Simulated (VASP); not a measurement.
A run of VASP 6.6.1:

INCAR

```
PREC = Accurate ; ENCUT = 520
EDIFF = 1E-7 ; ISMEAR = -1
SIGMA = 0.08 ; LREAL = False
LASPH = True ; NELM = 100
ALGO = Normal ; ISIF = 2
LWAVE = False ; LCHARG = False
GGA = PE ; NBANDS = 11
```

Contents of KPOINTS:

```
regular mesh
0
Gamma
  16 16 16
```

File POSCAR:

```
MgO
1.0
    2.2542224073      0.0000000000      0.0000000000
    0.0000000000      2.2542224073      0.0000000000
    0.0000000000      0.0000000000      2.2542224073
Mg O
1 1
Direct
    0.0000000000      0.0000000000      0.0000000000
    0.5000000000      0.5000000000      0.5000000000
```

Potentials or basis: VASP PAW PBE potentials, release 64 (Mg, O).

Run with:

```bash
$ cat potpaw_PBE.64/Mg/POTCAR potpaw_PBE.64/O/POTCAR > POTCAR
$ mpirun -np 1 vasp_std > vasp.out
```

Hardware: 1 thread of Intel Xeon 6975P-C, on a shared host.

**Question.** How long does it take, and how much memory?

**Answer.** It took 10 s on 1 thread of Intel Xeon 6975P-C (shared host), peak memory 0.14 GiB. Counts: scf iterations 12, k points 165.
